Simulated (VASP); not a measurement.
# CuH3 (Pm-3m) in VASP: further runs

The runs below take CuH3 through relaxation of cell and atoms, single point, with PBE.

Everything below comes from runs of VASP 6.6.1. Logs are shortened: lines on timing, memory, paths and dates and some standing lists are left out, and cuts for length are marked.

## Step 1: The cell of the first run

It takes space group Pm-3m (No. 221, cubic). The conventional cell has a = 3.324 Å, b = 3.324 Å, c = 3.324 Å, α = 90.00°, β = 90.00°, γ = 90.00°. Cu (site symmetry m-3m) has 12 H at 2.35 Å within 3.1 Å. Within 3.1 Å of H (site symmetry 4/mmm) lie 4 Cu at 2.35 Å and 8 H at 2.35 Å.

The cell was generated, and may not be a known phase.

## Step 2: Relaxation of cell and atoms, PBE

Input file INCAR:

```
SYSTEM = CuH3
ALGO = Normal
EDIFF = 1E-6
EDIFFG = -0.04
ENCUT = 600
GGA = PE
IBRION = 2
ISIF = 3
ISMEAR = 0
LASPH = .TRUE.
LCHARG = .FALSE.
LREAL = .FALSE.
LWAVE = .FALSE.
NELM = 80
NSW = 90
PREC = Accurate
SIGMA = 0.1
```

Input file KPOINTS:

```
k-points
0
G
  6 6 6
  0 0 0
```

Input file POSCAR:

```
CuH3
1.0
    3.3237588100      0.0000000000      0.0000000000
    0.0000000000      3.3237588100      0.0000000000
    0.0000000000      0.0000000000      3.3237588100
Cu H
1 3
Direct
    0.0000000000      0.0000000000      0.0000000000
    0.5000000000      0.5000000000      0.0000000000
    0.5000000000      0.0000000000      0.5000000000
    0.0000000000      0.5000000000      0.5000000000
```

Potentials or basis: VASP PAW PBE potentials, release 64 (Cu, H).

The run is started by

```
$ cat potpaw_PBE.64/Cu/POTCAR potpaw_PBE.64/H/POTCAR > POTCAR
$ mpirun -np 1 vasp_std > vasp.out
```

OUTCAR:

```text
SYSTEM = CuH3
   EDIFF = 1E-6
   EDIFFG = -0.04
   ENCUT = 600
   GGA = PE
   IBRION = 2
   ISIF = 3
   ISMEAR = 0
   LASPH = .TRUE.
   LREAL = .FALSE.
   NELM = 80
   NSW = 90
   PREC = Accurate

 ion  position               nearest neighbor table
   1  0.000  0.000  0.000-
   2  0.500  0.500  0.000-
   3  0.500  0.000  0.500-
   4  0.000  0.500  0.500-

  LATTYP: Found a simple cubic cell.
 ALAT       =     3.3237588100

  Lattice vectors:

 A1 = (   3.3237588100,   0.0000000000,   0.0000000000)
 A2 = (   0.0000000000,   3.3237588100,   0.0000000000)
 A3 = (   0.0000000000,   0.0000000000,   3.3237588100)

Analysis of symmetry for initial positions (statically):
=====================================================================
 Subroutine PRICEL returns:
 Original cell was already a primitive cell.

 Routine SETGRP: Setting up the symmetry group for a
 simple cubic supercell.

 Subroutine GETGRP returns: Found 48 space group operations
 (whereof 48 operations were pure point group operations)
 out of a pool of 48 trial point group operations.

The static configuration has the point symmetry O_h .

Analysis of symmetry for dynamics (positions and initial velocities):
=====================================================================
 Subroutine PRICEL returns:
 Original cell was already a primitive cell.

 Routine SETGRP: Setting up the symmetry group for a
 simple cubic supercell.

 Subroutine GETGRP returns: Found 48 space group operations
 (whereof 48 operations were pure point group operations)
 out of a pool of 48 trial point group operations.

The dynamic configuration has the point symmetry O_h .

 Subroutine INISYM returns: Found 48 space group operations
 (whereof 48 operations are pure point group operations),
 and found     1 'primitive' translations

----------------------------------------------------------------------------------------

                                     Primitive cell

  volume of cell :      36.7188

  direct lattice vectors                    reciprocal lattice vectors
     3.323758810  0.000000000  0.000000000     0.300864189  0.000000000  0.000000000
     0.000000000  3.323758810  0.000000000     0.000000000  0.300864189  0.000000000
     0.000000000  0.000000000  3.323758810     0.000000000  0.000000000  0.300864189

  length of vectors
     3.323758810  3.323758810  3.323758810     0.300864189  0.300864189  0.300864189

  position of ions in fractional coordinates (direct lattice)
     0.000000000  0.000000000  0.000000000
     0.500000000  0.500000000  0.000000000
     0.500000000  0.000000000  0.500000000
     0.000000000  0.500000000  0.500000000

  ion indices of the primitive-cell ions
   primitive index   ion index
                 1           1
                 2           2
                 3           3
                 4           4

----------------------------------------------------------------------------------------

 KPOINTS: k-points

Automatic generation of k-mesh.
 Grid dimensions read from file:
 generate k-points for:    6    6    6

 Generating k-lattice:

  Cartesian coordinates                     Fractional coordinates (reciprocal lattice)
     0.050144032  0.000000000  0.000000000     0.166666667  0.000000000  0.000000000
     0.000000000  0.050144032  0.000000000     0.000000000  0.166666667  0.000000000
     0.000000000  0.000000000  0.050144032     0.000000000  0.000000000  0.166666667

  Length of vectors
     0.050144032  0.050144032  0.050144032

  Shift w.r.t. Gamma in fractional coordinates (k-lattice)
     0.000000000  0.000000000  0.000000000

 Subroutine IBZKPT returns following result:
 ===========================================

 Found     20 irreducible k-points:

 Following reciprocal coordinates:
            Coordinates               Weight
  0.000000  0.000000  0.000000      1.000000
  0.166667  0.000000  0.000000      6.000000
  0.333333  0.000000  0.000000      6.000000
  0.500000  0.000000  0.000000      3.000000
  0.166667  0.166667  0.000000     12.000000
  0.333333  0.166667  0.000000     24.000000
[... 12 lines left out ...]
  0.500000  0.500000  0.333333      6.000000
  0.500000  0.500000  0.500000      1.000000
   k-points           NKPTS =     20   k-points in BZ     NKDIM =     20   number of bands    NBANDS=     11
   number of dos      NEDOS =    301   number of ions     NIONS =      4
   total plane-waves  NPLWV =  21952
   dimension x,y,z NGX =    28 NGY =   28 NGZ =   28
   dimension x,y,z NGXF=    56 NGYF=   56 NGZF=   56
   ions per type =               1   3
   NGX,Y,Z   is equivalent  to a cutoff of  14.00, 14.00, 14.00 a.u.
   NGXF,Y,Z  is equivalent  to a cutoff of  28.01, 28.01, 28.01 a.u.
 SYSTEM =  CuH3
   PREC   = accura    normal or accurate (medium, high low for compatibility)
   ISTART =      0    job   : 0-new  1-cont  2-samecut
   ICHARG =      2    charge: 1-file 2-atom 10-const
   ISPIN  =      1    spin polarized calculation?
   LNONCOLLINEAR =      F non collinear calculations
   LSORBIT =      F    spin-orbit coupling
   LASPH  =      T    aspherical Exc in radial PAW
   ENCUT  =  600.0 eV  44.10 Ry    6.64 a.u.   6.64  6.64  6.64*2*pi/ulx,y,z
   NELM   =     80;   NELMIN=  2; NELMDL= -5     # of ELM steps
   EDIFF  = 0.1E-05   stopping-criterion for ELM
   LREAL  =      F    real-space projection
   EDIFFG = -.4E-01   stopping-criterion for IOM
   NSW    =     90    number of steps for IOM
   IBRION =      2    ionic relax: 0-MD 1-quasi-New 2-CG
   NFREE  =      1    steps in history (QN), initial steepest desc. (CG)
   ISIF   =      3    stress and relaxation
   ISYM   =      2    0-nonsym 1-usesym 2-fastsym
   POTIM  = 0.5000    time-step for ionic-motion
   TEBEG  =    0.0;   TEEND  =   0.0 temperature during run
   PSTRESS=    0.0 pullay stress
   NELECT =      14.0000    total number of electrons
   NUPDOWN=      -1.0000    fix difference up-down
   EMIN   =  10.00;   EMAX   =-10.00  energy-range for DOS
   EFERMI =   0.00;   METHOD = LEGACY
   ISMEAR =     0;   SIGMA  =   0.10  broadening in eV -4-tet -1-fermi 0-gaus
   EFERMI_NEDOS =   21; number of points for ismear=-14 and -15
   IALGO  =     38    algorithm
   IMIX   =      4    mixing-type and parameters
     AMIX     =   0.40;   BMIX     =  1.00
     AMIX_MAG =   1.60;   BMIX_MAG =  1.00
  volume/ion in A,a.u.               =       9.18        61.95
  Fermi-wavevector in a.u.,A,eV,Ry     =   1.187102  2.243297 19.173479  1.409211
  Thomas-Fermi vector in A             =   2.323260
   LORBIT       =      0    0 simple, 1 ext, 2 COOP (PROOUT), +10 PAW based schemes
   GGA     = PE    functional components
   LHFCALC =     F    Hartree Fock is set to
   AEXX    =    0.0000 exact exchange contribution
   IVDW    =     0    specifies the selected vdW correction
   LEPSILON=     F    determine dielectric tensor
   LRPA    =     F    only Hartree local field effects (RPA)
 conjugate gradient relaxation of ions
 non-spin polarized calculation
 Gauss-broadening in eV      SIGMA  =   0.10
  energy-cutoff  :      600.00
  volume of cell :       36.72
 maximum number of plane-waves:      1253
 NGX is ok and might be reduce to    28
   NGX = 13   NGY = 13   NGZ = 13

--------------------------------------- Ionic step        1  -------------------------------------------

 number of electron      13.9999988 magnetization

 Free energy of the ion-electron system (eV)
  ---------------------------------------------------
  ext. energy  EPLUGINS =         0.00000000
  ---------------------------------------------------
  free energy    TOTEN  =        -9.43495483 eV

  energy without entropy =       -9.42593696  energy(sigma->0) =       -9.43044590

 E-fermi :   1.2237     XC(G=0):  -9.4446

 val. band max:        1.2108307738   @ k =   0.5000   0.5000   0.3333
 cond. band min:       1.2622999544   @ k =   0.3333   0.3333   0.0000
 fundamental gap:      0.0514691806
 Fermi energy:         1.2236775291

 k-point     1 :       0.0000    0.0000    0.0000
  band No.  band energies     occupation
      1      -7.3432      2.00000
      2      -2.0648      2.00000
      3      -2.0648      2.00000
      4      -1.2245      2.00000
      5      -1.2245      2.00000
      6      -1.2245      2.00000
      7       2.9080      0.00000
      8       2.9080      0.00000
      9       8.0643      0.00000
     10       8.0643      0.00000
     11       8.0643      0.00000
[... 337 lines left out ...]
  energy  without entropy=      -10.3601006251  energy(sigma->0) =      -10.36499537

--------------------------------------- Ionic step        3  -------------------------------------------

 number of electron      14.0000004 magnetization

 E-fermi :  11.1207     XC(G=0): -13.5012

 val. band max:       11.0339455651   @ k =   0.1667   0.1667   0.0000
 cond. band min:      11.2301109476   @ k =   0.3333   0.3333   0.0000
 fundamental gap:      0.1961653826
 Fermi energy:        11.1206539282

 k-point     1 :       0.0000    0.0000    0.0000
  band No.  band energies     occupation
      1      -7.1236      2.00000
      2       2.5415      2.00000
      3       2.5415      2.00000
      4       5.7097      2.00000
      5       5.7097      2.00000
      6       5.7097      2.00000
      7      14.9647      0.00000
      8      14.9647      0.00000
      9      19.6358      0.00000
     10      19.6358      0.00000
     11      19.6358      0.00000
[... 299 lines left out ...]
  energy  without entropy=       -9.9470448987  energy(sigma->0) =       -9.94871153

--------------------------------------- Ionic step        4  -------------------------------------------

 number of electron      14.0000006 magnetization

 E-fermi :   4.8441     XC(G=0): -11.1685

 val. band max:        4.5189475411   @ k =   0.5000   0.5000   0.1667
 cond. band min:       4.8748263141   @ k =   0.3333   0.3333   0.0000
 fundamental gap:      0.3558787730
 Fermi energy:         4.8440514311

 k-point     1 :       0.0000    0.0000    0.0000
  band No.  band energies     occupation
      1      -7.4581      2.00000
      2      -0.2981      2.00000
      3      -0.2981      2.00000
      4       1.2877      2.00000
      5       1.2877      2.00000
      6       1.2877      2.00000
      7       7.3576      0.00000
      8       7.3576      0.00000
      9      12.3607      0.00000
     10      12.3607      0.00000
     11      12.3607      0.00000
[... 337 lines left out ...]
  energy  without entropy=      -11.1629162892  energy(sigma->0) =      -11.16760535

--------------------------------------- Ionic step        6  -------------------------------------------

 number of electron      13.9999997 magnetization

 Free energy of the ion-electron system (eV)
  ---------------------------------------------------
  ext. energy  EPLUGINS =         0.00000000
  ---------------------------------------------------
  free energy    TOTEN  =       -11.19109908 eV

  energy without entropy =      -11.18122202  energy(sigma->0) =      -11.18616055

 E-fermi :   6.3133     XC(G=0): -11.7718

 val. band max:        5.9750114798   @ k =   0.5000   0.5000   0.1667
 cond. band min:       6.3382917511   @ k =   0.1667   0.1667   0.0000
 fundamental gap:      0.3632802713
 Fermi energy:         6.3133202020

 k-point     1 :       0.0000    0.0000    0.0000
  band No.  band energies     occupation
      1      -7.4301      2.00000
      2       0.3884      2.00000
      3       0.3884      2.00000
      4       2.3142      2.00000
      5       2.3142      2.00000
      6       2.3142      2.00000
      7       9.1519      0.00000
      8       9.1519      0.00000
      9      14.0838      0.00000
     10      14.0838      0.00000
     11      14.0838      0.00000
[... 295 lines left out ...]
  FREE ENERGIE OF THE ION-ELECTRON SYSTEM (eV)
  ---------------------------------------------------
  free  energy   TOTEN  =       -11.1910990773 eV

  energy  without entropy=      -11.1812220187  energy(sigma->0) =      -11.18616055

 reached required accuracy - stopping structural energy minimisation
```

Run time: 48 s. Hardware: 1 thread of AMD EPYC 7R13 (Zen 3), shared host; peak memory 0.14 GiB.

Results:

```
Free energy                           : -11.1911 eV
Relaxed volume                        : 5.38 Å³/atom
Relaxed cell                          : a = 2.782 Å, b = 2.782 Å, c = 2.782 Å, α = 90.00°, β = 90.00°, γ = 90.00°
Space group after relaxing (to 0.1 Å) : Pm-3m (No. 221)
Energy gained by relaxing             : 439.0 meV/atom
Ionic steps                           : 6
Pressure after relaxing               : -1.1 GPa
Band gap on the k mesh                : zero (bands 7 and 8 overlap by 3.38 eV)
```

Step by step:
```tsv
step	energy change (eV)	largest force (eV/Å)	pressure (GPa)	volume (Å³)
1	0.0000	0.0000	-22.88	36.72
2	-0.9349	0.0000	-22.00	30.18
3	-0.5154	0.0000	87.51	15.31
4	-1.6061	0.0000	-13.78	24.51
5	-1.7373	0.0000	6.75	20.39
6	-1.7561	0.0000	-1.14	21.53
```

Final structure:
```yaml
crystal:
  lattice:
    - [2.78198, 0.00000, 0.00000]
    - [0.00000, 2.78198, 0.00000]
    - [0.00000, 0.00000, 2.78198]
  atoms:
    - { symbol: Cu, position: [0.00000, 0.00000, 0.00000] }
    - { symbol: H, position: [0.50000, 0.50000, 0.00000] }
    - { symbol: H, position: [0.50000, 0.00000, 0.50000] }
    - { symbol: H, position: [0.00000, 0.50000, 0.50000] }
```

Caveat: the volume moved by over 15 % at a fixed basis, so the end points are rough.

## Step 3: Single point, PBE

This run uses another cell than the first one, of 5.32 Å³/atom.

Input file INCAR:

```
SYSTEM = CuH3
  PREC = Accurate
  ENCUT = 520
  EDIFF = 1E-7
  ISMEAR = 0
  SIGMA = 0.1
  LREAL = .False.
  LASPH = .True.
  NELM = 80
  ALGO = Normal
  ISIF = 2
  LWAVE = .False.
  LCHARG = .False.
  GGA = PE
  NBANDS = 15
```

Input file KPOINTS:

```
Automatic mesh
0
Gamma
  16 16 16
  0 0 0
```

Input file POSCAR:

```
CuH3
1.0
    2.7710740094      0.0000000000      0.0000000000
    0.0000000000      2.7710740094      0.0000000000
    0.0000000000      0.0000000000      2.7710740094
Cu H
1 3
Direct
    0.0000000000      0.0000000000      0.0000000000
    0.5000000000      0.5000000000      0.0000000000
    0.5000000000      0.0000000000      0.5000000000
    0.0000000000      0.5000000000      0.5000000000
```

Potentials or basis: VASP PAW PBE potentials, release 64 (Cu, H).

The run is started by

```
$ cat potpaw_PBE.64/Cu/POTCAR potpaw_PBE.64/H/POTCAR > POTCAR
$ mpirun -np 1 vasp_std > vasp.out
```

Run time: 45 s. Hardware: 1 thread of AMD EPYC 7R13 (Zen 3), shared host; peak memory 0.14 GiB.

It converged, with:

```
Free energy            : -11.2019 eV
Pressure               : -0.1 GPa
Band gap on the k mesh : zero (bands 7 and 8 overlap by 3.47 eV)
```

Levels at points of the mesh, in eV from the Fermi level:
```csv
k point,band 3,band 4,band 5,band 6,band 7,band 8,band 9,band 10,band 11,band 12
"(0.00, 0.00, 0.00)",-5.90,-3.95,-3.95,-3.95,2.98,2.98,7.90,7.90,7.90,11.34
"(0.50, 0.00, 0.00)",-5.16,-4.46,-4.46,-3.91,-3.04,2.25,10.24,12.71,12.71,14.43
"(0.50, 0.50, 0.00)",-5.54,-5.24,-4.35,-4.35,-3.60,-0.39,1.14,12.48,12.48,14.32
"(0.50, 0.50, 0.50)",-6.86,-3.57,-3.57,0.66,0.66,0.66,2.77,2.77,2.77,5.13
```

(Part 1 of 2 ends here.)

The gap in the log of VASP goes by the Fermi energy; the results here count the filled bands.